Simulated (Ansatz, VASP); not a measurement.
Given: the input of a run of VASP 6.6.1 on Al2Cu.

INCAR

```
SYSTEM = Al2Cu
  ALGO = Normal
  EDIFF = 1E-6
  ENCUT = 520
  GGA = PS
  ISIF = 2
  ISMEAR = -1
  LASPH = .True.
  LCHARG = .False.
  LREAL = .False.
  LWAVE = .False.
  NBANDS = 16
  NELM = 60
  PREC = Accurate
  SIGMA = 0.05
```

File KPOINTS:

```
k-points
0
Gamma
  7 7 9
  0 0 0
```

The input POSCAR:

```
Al2Cu
1.0
    4.1856962056      0.0000000000      0.0000000000
    0.0000000000      4.1856962056      0.0000000000
    0.0000000000      0.0000000000      2.9480198084
Cu Al
1 2
Direct
    0.0000000000      0.0000000000      0.0000000000
    0.0000000000      0.5000000000      0.5000000000
    0.5000000000      0.0000000000      0.5000000000
```

Potentials or basis: VASP PAW PBE potentials, release 64 (Cu, Al).

Run with:

```sh
$ cat potpaw_PBE.64/Cu/POTCAR potpaw_PBE.64/Al/POTCAR > POTCAR
$ mpirun -np 1 vasp_std > vasp.out
```

Set up the same calculation for Ansatz 0.2.0. Potentials there: all-electron LAPW, scalar-relativistic.

As run (the cutoff follows the program's own potentials):

Contents of input.yaml:

```yaml
crystal:
  lattice:
    - [4.1856962056, 0.0, 0.0]
    - [0.0, 4.1856962056, 0.0]
    - [0.0, 0.0, 2.9480198084]
  atoms:
    - { symbol: Cu, position: [0.0, 0.0, 0.0] }
    - { symbol: Al, position: [0.0, 0.5, 0.5] }
    - { symbol: Al, position: [0.5, 0.0, 0.5] }
kpoints:
  mp_grid: { grid: [7, 7, 9] }
scf:
  occupations: { method: fermi_dirac, width: 0.05 }
hamiltonian:
  xc: pbesol
  pseudopotentials: { kind: all_electron, lapw: { basis_error: 0.001 } }
output:
  forces: true
  stress: true
  eigenvalues: true
```

Potentials or basis: all-electron LAPW, scalar-relativistic.

Run with:

```console
$ ansatz run input.yaml --threads 2 --pin off --max-ram 8192MiB --backend cpu --events-out ev --progress --plain --runs-dir out
```

Both were run:

|  | VASP | Ansatz | Ansatz less VASP |
| --- | --- | --- | --- |
| gap on the k mesh at the Fermi level (eV) | none | none | - |
| pressure (GPa) | -6.7 | -6.7 | -0.08 |
| traceless stress, the component that is largest in VASP (GPa) | -0.81 | -0.83 | -0.013 |

VASP's potentials were made for PBE, not for PBEsol. A gap of «none» marks a metal or a gap that the smearing closes. Ansatz ran all-electron here, and VASP with PAW potentials.
